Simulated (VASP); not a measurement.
# W3C4 (a cell with a defect) (Qusongite) in VASP: further runs, part 2 of 2

VASP 6.6.1. Earlier steps stand in the parts before.

## (4) Single point, PBE

INCAR

```
SYSTEM = W3C4
PREC = Accurate
ENCUT = 520
EDIFF = 1E-6
ISMEAR = 0
SIGMA = 0.1
LREAL = .False.
LASPH = .True.
NELM = 120
ALGO = Normal
ISIF = 2
LWAVE = .False.
LCHARG = .False.
GGA = PE
NBANDS = 38
GGA_COMPAT = .False.
```

KPOINTS

```
regular mesh
0
Gamma
  4 4 2
  0 0 0
```

POSCAR

```
W3C4
1.0
    5.8130000000      0.0000000000      0.0000000000
   -1.4532500000      2.5171030000      0.0000000000
    0.0000000000      0.0000000000      5.6732000000
C W
4 3
Direct
    0.3333333002      0.3333332009      0.2500000000
    0.3333333002      0.3333332009      0.7500000000
    0.8333333002      0.3333332009      0.2500000000
    0.8333333002      0.3333332009      0.7500000000
   -0.0009677318     -0.0009677792      0.1666362899
    0.5000000000      0.0000000000      0.0000000000
    0.5000000000      0.0000000000      0.5000000000
```

Potentials or basis: VASP PAW PBE potentials, release 64 (C, W_sv).

Launch:

```console
cat potpaw_PBE.64/C/POTCAR potpaw_PBE.64/W_sv/POTCAR > POTCAR
mpirun -np 1 vasp_std > vasp.out
```

OUTCAR:

```text
SYSTEM = W3C4
   PREC = Accurate
   ENCUT = 520
   EDIFF = 1E-6
   ISMEAR = 0
   LREAL = .False.
   LASPH = .True.
   NELM = 120
   ISIF = 2
   GGA = PE

 ion  position               nearest neighbor table
   1  0.333  0.333  0.250-   5 1.75   6 2.20   7 2.20   7 2.20   6 2.20
   2  0.333  0.333  0.750-   6 2.20   7 2.20   6 2.20   7 2.20
   3  0.833  0.333  0.250-   5 1.74   5 1.74   6 2.20   7 2.20
   4  0.833  0.333  0.750-   6 2.20   7 2.20
   5  0.999  0.999  0.167-   3 1.74   3 1.74   1 1.75   6 3.05   6 3.05   6 3.06   6 3.06   7 3.46
                             7 3.46   7 3.47   7 3.47
   6  0.500  0.000  0.000-   3 2.20   4 2.20   1 2.20   2 2.20   1 2.20   2 2.20   7 2.84   7 2.84
                             5 3.05   5 3.05   5 3.06   5 3.06
   7  0.500  0.000  0.500-   3 2.20   4 2.20   1 2.20   2 2.20   1 2.20   2 2.20   6 2.84   6 2.84
                             5 3.46   5 3.46   5 3.47   5 3.47

  Warning from LATTYP: Monoclinic adjustment (A1->A3, A2->A1, A3->A2)!
  LATTYP: Found a simple orthorhombic cell.
 ALAT       =     2.9065001419
 B/A-ratio  =     1.7320507512
 C/A-ratio  =     1.9519008164

  Lattice vectors:

 A1 = (   1.4532500000,  -2.5171030000,   0.0000000000)
 A2 = (   4.3597500000,   2.5171030000,   0.0000000000)
 A3 = (   0.0000000000,   0.0000000000,   5.6732000000)

Analysis of symmetry for initial positions (statically):
=====================================================================
 Subroutine PRICEL returns:
 Original cell was already a primitive cell.

 Routine SETGRP: Setting up the symmetry group for a
 simple orthorhombic supercell.

 Subroutine GETGRP returns: Found  2 space group operations
 (whereof  2 operations were pure point group operations)
 out of a pool of  8 trial point group operations.

The static configuration has the point symmetry C_1h.

Analysis of symmetry for dynamics (positions and initial velocities):
=====================================================================
 Subroutine PRICEL returns:
 Original cell was already a primitive cell.

 Routine SETGRP: Setting up the symmetry group for a
 simple orthorhombic supercell.

 Subroutine GETGRP returns: Found  2 space group operations
 (whereof  2 operations were pure point group operations)
 out of a pool of  8 trial point group operations.

The dynamic configuration has the point symmetry C_1h.

 Subroutine INISYM returns: Found  2 space group operations
 (whereof  2 operations are pure point group operations),
 and found     1 'primitive' translations

----------------------------------------------------------------------------------------

                                     Primitive cell

  volume of cell :      83.0098

  direct lattice vectors                    reciprocal lattice vectors
     5.813000000  0.000000000  0.000000000     0.172028213  0.099320528  0.000000000
    -1.453250000  2.517103000  0.000000000     0.000000000  0.397282114  0.000000000
     0.000000000  0.000000000  5.673200000     0.000000000  0.000000000  0.176267362

  length of vectors
     5.813000000  2.906500142  5.673200000     0.198641067  0.397282114  0.176267362

  position of ions in fractional coordinates (direct lattice)
     0.333333300  0.333333201  0.250000000
[... 47 lines left out ...]
  0.500000  0.000000  0.000000      1.000000
  0.000000  0.250000  0.000000      4.000000
  0.250000  0.250000  0.000000      2.000000
 -0.250000  0.250000  0.000000      2.000000
[... 10 lines left out ...]
  0.250000  0.500000  0.500000      2.000000
  0.500000  0.500000  0.500000      1.000000
   k-points           NKPTS =     18   k-points in BZ     NKDIM =     18   number of bands    NBANDS=     38
   number of dos      NEDOS =    301   number of ions     NIONS =      7
   total plane-waves  NPLWV =  48384
   dimension x,y,z NGX =    48 NGY =   24 NGZ =   42
   dimension x,y,z NGXF=    96 NGYF=   48 NGZF=   84
   ions per type =               4   3
   NGX,Y,Z   is equivalent  to a cutoff of  13.73, 13.73, 12.31 a.u.
   NGXF,Y,Z  is equivalent  to a cutoff of  27.46, 27.46, 24.62 a.u.
 SYSTEM =  W3C4
   PREC   = accura    normal or accurate (medium, high low for compatibility)
   ISTART =      0    job   : 0-new  1-cont  2-samecut
   ICHARG =      2    charge: 1-file 2-atom 10-const
   ISPIN  =      1    spin polarized calculation?
   LNONCOLLINEAR =      F non collinear calculations
   LSORBIT =      F    spin-orbit coupling
   LASPH  =      T    aspherical Exc in radial PAW
   ENCUT  =  520.0 eV  38.22 Ry    6.18 a.u.  10.81  5.40 10.55*2*pi/ulx,y,z
   NELM   =    120;   NELMIN=  2; NELMDL= -5     # of ELM steps
   EDIFF  = 0.1E-05   stopping-criterion for ELM
   LREAL  =      F    real-space projection
   EDIFFG = 0.1E-04   stopping-criterion for IOM
   NSW    =      0    number of steps for IOM
   IBRION =     -1    ionic relax: 0-MD 1-quasi-New 2-CG
   NFREE  =      0    steps in history (QN), initial steepest desc. (CG)
   ISIF   =      2    stress and relaxation
   ISYM   =      2    0-nonsym 1-usesym 2-fastsym
   POTIM  = 0.5000    time-step for ionic-motion
   TEBEG  =    0.0;   TEEND  =   0.0 temperature during run
   PSTRESS=    0.0 pullay stress
   NELECT =      58.0000    total number of electrons
   NUPDOWN=      -1.0000    fix difference up-down
   EMIN   =  10.00;   EMAX   =-10.00  energy-range for DOS
   EFERMI =   0.00;   METHOD = LEGACY
   ISMEAR =     0;   SIGMA  =   0.10  broadening in eV -4-tet -1-fermi 0-gaus
   EFERMI_NEDOS =   21; number of points for ismear=-14 and -15
   IALGO  =     38    algorithm
   IMIX   =      4    mixing-type and parameters
     AMIX     =   0.40;   BMIX     =  1.00
     AMIX_MAG =   1.60;   BMIX_MAG =  1.00
  volume/ion in A,a.u.               =      11.86        80.03
  Fermi-wavevector in a.u.,A,eV,Ry     =   1.452695  2.745195 28.712674  2.110322
  Thomas-Fermi vector in A             =   2.570047
   LORBIT       =      0    0 simple, 1 ext, 2 COOP (PROOUT), +10 PAW based schemes
   GGA     = PE    functional components
   LHFCALC =     F    Hartree Fock is set to
   AEXX    =    0.0000 exact exchange contribution
   IVDW    =     0    specifies the selected vdW correction
   LEPSILON=     F    determine dielectric tensor
   LRPA    =     F    only Hartree local field effects (RPA)
 non-spin polarized calculation
 Gauss-broadening in eV      SIGMA  =   0.10
  energy-cutoff  :      520.00
  volume of cell :       83.01
 maximum number of plane-waves:      2261
 NGX is ok and might be reduce to    48
   NGX = 21   NGY = 11   NGZ = 21

 number of electron      58.0000000 magnetization

 Free energy of the ion-electron system (eV)
  ---------------------------------------------------
  ext. energy  EPLUGINS =         0.00000000
  ---------------------------------------------------
  free energy    TOTEN  =       -64.76189198 eV

  energy without entropy =      -64.73883456  energy(sigma->0) =      -64.75036327

 E-fermi :   8.4862     XC(G=0): -12.3750

 val. band max:        8.4678415218   @ k =   0.2500   0.5000   0.0000
 cond. band min:       8.5107487259   @ k =   0.5000   0.0000   0.0000
 fundamental gap:      0.0429072041
 Fermi energy:         8.4861560553

 k-point     1 :       0.0000    0.0000    0.0000
  band No.  band energies     occupation
      1     -66.0435      2.00000
      2     -65.7894      2.00000
      3     -65.7580      2.00000
      4     -30.6578      2.00000
      5     -30.5753      2.00000
      6     -30.3204      2.00000
[... 727 lines left out ...]
     37      12.9691      0.00000
     38      13.1801      0.00000

------------------------ aborting loop because EDIFF is reached ----------------------------------------

  FORCE on cell =-STRESS in cart. coord.  units (eV):
  Direction    XX          YY          ZZ          XY          YZ          ZX
  --------------------------------------------------------------------------------------
  -------------------------------------------------------------------------------------
  Total       17.5744596     21.8912950     -0.3648066     -3.7384869     -0.4631274     -0.8021606
  in kB      339.2057121    422.5252147     -7.0411542    -72.1567629     -8.9388504    -15.4825501
  external PRESSURE =     251.5632575 kB  Pullay stress =       0.0000000 kB

 VOLUME and BASIS-vectors are now :
 -----------------------------------------------------------------------------
  energy-cutoff  :      520.00
  volume of cell :       83.01
      direct lattice vectors                 reciprocal lattice vectors
     5.813000000  0.000000000  0.000000000     0.172028213  0.099320528  0.000000000
    -1.453250000  2.517103000  0.000000000     0.000000000  0.397282114  0.000000000
     0.000000000  0.000000000  5.673200000     0.000000000  0.000000000  0.176267362

 POSITION                                       TOTAL-FORCE (eV/Angst)
 -----------------------------------------------------------------------------------
      1.45325      0.83903      1.41830         7.615675      4.396912      2.900320
      1.45325      0.83903      4.25490         1.223840      0.706584      0.423910
      4.35975      0.83903      1.41830        -8.004885     -4.621623      6.179175
      4.35975      0.83903      4.25490        -1.940691     -1.120458      0.896906
      4.35553      2.51467      0.94536        -0.002254     -0.001301    -10.482297
      2.90650      0.00000      0.00000         0.457360      0.264057     -2.122717
      2.90650      0.00000      2.83660         0.650955      0.375829      2.204703
 -----------------------------------------------------------------------------------
    total drift:                               -0.000402      0.000225     -0.000048

  FREE ENERGIE OF THE ION-ELECTRON SYSTEM (eV)
  ---------------------------------------------------
  free  energy   TOTEN  =       -64.7618919783 eV

  energy  without entropy=      -64.7388345616  energy(sigma->0) =      -64.75036327
```

Wall time 27 s (1 thread of Intel Xeon 6975P-C (Granite Rapids), shared host); peak memory 0.22 GiB.

What came out:

```
Free energy            : -64.7619 eV
Pressure               : 25.2 GPa
Largest force          : 11.118 eV/Å
Band gap on the k mesh : zero (band 29 reaches 9.02 eV, above the bottom of band 30 at 8.08 eV)
```

Forces on the atoms (eV/Å):
```
C     7.616   4.397   2.900
C     1.224   0.707   0.424
C    -8.005  -4.622   6.179
C    -1.941  -1.120   0.897
W    -0.002  -0.001 -10.482
W     0.457   0.264  -2.123
W     0.651   0.376   2.205
```

Stress tensor (GPa, compression positive):
```
33.92 -7.22 -1.55
-7.22 42.25 -0.89
-1.55 -0.89 -0.70
```

Levels at points of the mesh, in eV from the Fermi level:
| k point | band 25 | band 26 | band 27 | band 28 | band 29 | band 30 | band 31 | band 32 | band 33 | band 34 |
| --- | --- | --- | --- | --- | --- | --- | --- | --- | --- | --- |
| (0.00, 0.00, 0.00) | -2.66 | -1.71 | -1.63 | -1.12 | 0.53 | 0.91 | 1.28 | 1.65 | 2.41 | 2.88 |
| (0.50, 0.00, 0.00) | -2.31 | -2.05 | -1.40 | -0.82 | -0.06 | 0.02 | 1.39 | 1.46 | 2.38 | 2.73 |
| (0.00, 0.50, 0.00) | -2.86 | -1.78 | -1.08 | -0.22 | 0.03 | 0.44 | 0.53 | 0.86 | 1.50 | 2.83 |
| (0.50, 0.50, 0.00) | -2.35 | -2.20 | -1.89 | -1.05 | -0.24 | 0.36 | 1.13 | 1.67 | 1.84 | 2.41 |
| (0.00, 0.00, 0.50) | -2.71 | -2.41 | -1.92 | -0.52 | -0.08 | 0.80 | 0.82 | 1.83 | 2.01 | 2.46 |
| (0.50, 0.00, 0.50) | -2.78 | -2.39 | -1.84 | -0.37 | -0.34 | 0.31 | 0.99 | 1.42 | 1.46 | 2.22 |
| (0.00, 0.50, 0.50) | -2.49 | -2.12 | -1.37 | -0.38 | -0.17 | -0.04 | 0.25 | 1.32 | 2.02 | 2.37 |
| (0.50, 0.50, 0.50) | -2.58 | -2.37 | -1.58 | -1.56 | -0.13 | 0.10 | 0.61 | 1.82 | 2.15 | 2.34 |

Caveat: the k points lie up to 0.62 Å⁻¹ apart; spin-orbit coupling is left out, which moves the levels of the heavy elements.

## (5) Single point, PBE

INCAR

```
  PREC = Accurate
  ENCUT = 520
  EDIFF = 1E-6
  ISMEAR = 0
  SIGMA = 0.1
  LREAL = F
  LASPH = T
  NELM = 120
  ALGO = Normal
  ISIF = 2
  LWAVE = F
  LCHARG = F
  GGA = PE
  NBANDS = 38
  GGA_COMPAT = F
```

KPOINTS

```
Automatic mesh
0
Gamma
  4 4 2
```

Edit POSCAR of step 4 so:

```diff
@@ -12,3 +12,3 @@
     0.8333333002      0.3333332009      0.7500000000
-   -0.0009677318     -0.0009677792      0.1666362899
+   -0.0044486785     -0.0044487651      0.0832997250
     0.5000000000      0.0000000000      0.0000000000
```

Launch:

```console
cat potpaw_PBE.64/C/POTCAR potpaw_PBE.64/W_sv/POTCAR > POTCAR
mpirun -np 1 vasp_std > vasp.out
```

It took 29 s on 1 thread of Intel Xeon 6975P-C (Granite Rapids), shared host; peak memory 0.23 GiB.

The run converged. Its results:

```yaml
Free_energy: -69.1975 eV
Pressure: 1.5 GPa
Largest_force: 6.203 eV/Å
Band_gap_on_the_k_mesh: zero (band 29 reaches 8.84 eV, above the bottom of band 30 at 7.94 eV)
```

Forces in eV/Å, atoms in the order of the input:
```
C    2.421  1.398  1.269
C    0.718  0.414  0.676
C   -2.445 -1.412  2.485
C   -1.788 -1.032  1.316
W   -0.166 -0.096 -6.200
W    0.103  0.060 -1.273
W    1.158  0.668  1.727
```

Stress tensor (GPa, compression positive):
```
 3.41 -5.06 -0.98
-5.06  9.25 -0.56
-0.98 -0.56 -8.21
```

Levels at points of the mesh, in eV from the Fermi level:
```tsv
k point	band 25	band 26	band 27	band 28	band 29	band 30	band 31	band 32	band 33	band 34
(0.00, 0.00, 0.00)	-2.03	-1.42	-1.18	-0.75	0.69	0.71	1.39	1.69	2.67	3.14
(0.50, 0.00, 0.00)	-2.34	-1.74	-1.49	-0.98	-0.16	0.49	1.58	1.64	2.66	2.81
(0.00, 0.50, 0.00)	-2.55	-1.75	-0.66	-0.56	0.12	0.43	1.14	1.53	3.51	3.63
(0.50, 0.50, 0.00)	-2.19	-2.14	-1.35	-0.51	-0.48	0.26	1.47	1.90	2.88	3.52
(0.00, 0.00, 0.50)	-2.17	-2.13	-1.39	-0.40	-0.33	0.89	1.34	1.46	2.22	3.18
(0.50, 0.00, 0.50)	-2.51	-2.17	-2.00	-0.60	-0.29	0.49	1.03	1.30	1.54	2.56
(0.00, 0.50, 0.50)	-2.49	-2.29	-1.65	-0.67	0.57	0.99	1.21	1.21	2.97	3.22
(0.50, 0.50, 0.50)	-2.59	-1.98	-1.68	-1.60	-0.42	0.46	1.09	2.36	3.13	3.89
```

Caveat: the k points lie up to 0.62 Å⁻¹ apart; spin-orbit coupling is left out, which moves the levels of the heavy elements.
